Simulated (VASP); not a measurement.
Crystal: MgB2.

```xyz
3
Lattice="3.0850 0.0000 0.0000 -1.5425 2.6717 0.0000 0.0000 0.0000 3.5230" Properties=species:S:1:pos:R:3 pbc="T T T"
Mg    0.0000    0.0000    0.0000
B     0.0000    1.7811    1.7615
B     1.5425    0.8906    1.7615
```

- Program: VASP 6.6.1
- Task: relaxation of cell and atoms
- Functional: PBEsol
- Potentials or basis: VASP PAW PBE potentials, release 64 (Mg, B)
- Cutoff: 600 eV
- k mesh: 16 × 16 × 12
- Occupations: fermi-dirac, width 0.1 eV
- Spin: no spin polarisation

At the start: pressure -3.2 GPa; volume 9.68 Å³/atom.

Q: Where does the relaxation end?

A: Over 5 steps the energy falls by 2.0 meV/atom and the volume is 9.48 Å³/atom (-2.1 %); space group P6/mmm (No. 191, to 0.1 Å) before and after.

Step by step:
```tsv
step	energy change (eV)	largest force (eV/Å)	pressure (GPa)	volume (Å³)
1	0.0000	0.0000	-3.15	29.04
2	-0.0049	0.0000	1.21	28.24
3	-0.0058	0.0000	-0.05	28.46
4	-0.0060	0.0000	-0.01	28.44
5	-0.0060	0.0000	0.01	28.43
```

Final structure:
```cif
data_structure
_symmetry_space_group_name_H-M 'P 1'
_symmetry_Int_Tables_number 1
_cell_length_a 3.0649
_cell_length_b 3.0649
_cell_length_c 3.4943
_cell_angle_alpha 90.000
_cell_angle_beta 90.000
_cell_angle_gamma 120.000
_cell_volume 28.43
loop_
_atom_site_label
_atom_site_type_symbol
_atom_site_fract_x
_atom_site_fract_y
_atom_site_fract_z
_atom_site_occupancy
Mg1 Mg 0.00000 0.00000 0.00000 1
B1 B 0.33333 0.66667 0.50000 1
B2 B 0.66667 0.33333 0.50000 1
```

Caveat: the PAW data sets were made with another functional, which shifts forces and pressure a little.
